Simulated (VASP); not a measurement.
Write the native input for VASP 6.6.1 that does the following.

- Task: single point
- Functional: RPBE
- Potentials or basis: VASP PAW PBE potentials, release 64 (Ba_sv)
- Cutoff: 520 eV
- k mesh: 14 × 14 × 14
- Occupations: fermi-dirac, width 0.1 eV
- Spin: no spin polarisation
- Dipole correction: no
- Further INCAR settings: ALGO = Normal; EDIFF = 1e-06; NBANDS = 11

The structure of Ba lies in POSCAR:

```
Ba
1.0
   -2.5756126701      2.5756126701      2.5756126701
    2.5756126701     -2.5756126701      2.5756126701
    2.5756126701      2.5756126701     -2.5756126701
Ba
1
Direct
    0.0000000000      0.0000000000      0.0000000000
```

The input as run:

INCAR

```
SYSTEM = Ba
  PREC = Accurate
  ENCUT = 520
  EDIFF = 1E-6
  ISMEAR = -1
  SIGMA = 0.1
  LREAL = .False.
  LASPH = .True.
  NELM = 100
  ALGO = Normal
  ISIF = 2
  LWAVE = .False.
  LCHARG = .False.
  GGA = RP
  NBANDS = 11
```

KPOINTS

```
regular mesh
0
Gamma
  14 14 14
  0 0 0
```

Potentials or basis: VASP PAW PBE potentials, release 64 (Ba_sv).

Command:

```sh
$ cat potpaw_PBE.64/Ba_sv/POTCAR > POTCAR
$ mpirun -np 1 vasp_std > vasp.out
```

Results of the run:

```
Pressure               : 0.1 GPa
Band gap on the k mesh : zero (bands 5 and 6 overlap by 0.80 eV)
```

Caveat: the PAW data sets were made with another functional, which shifts forces and pressure a little; spin-orbit coupling is left out, which moves the levels of the heavy elements.

Run time: 99 s on 1 thread of Intel Xeon 8259CL, with other jobs on the host, peak memory 0.25 GiB.
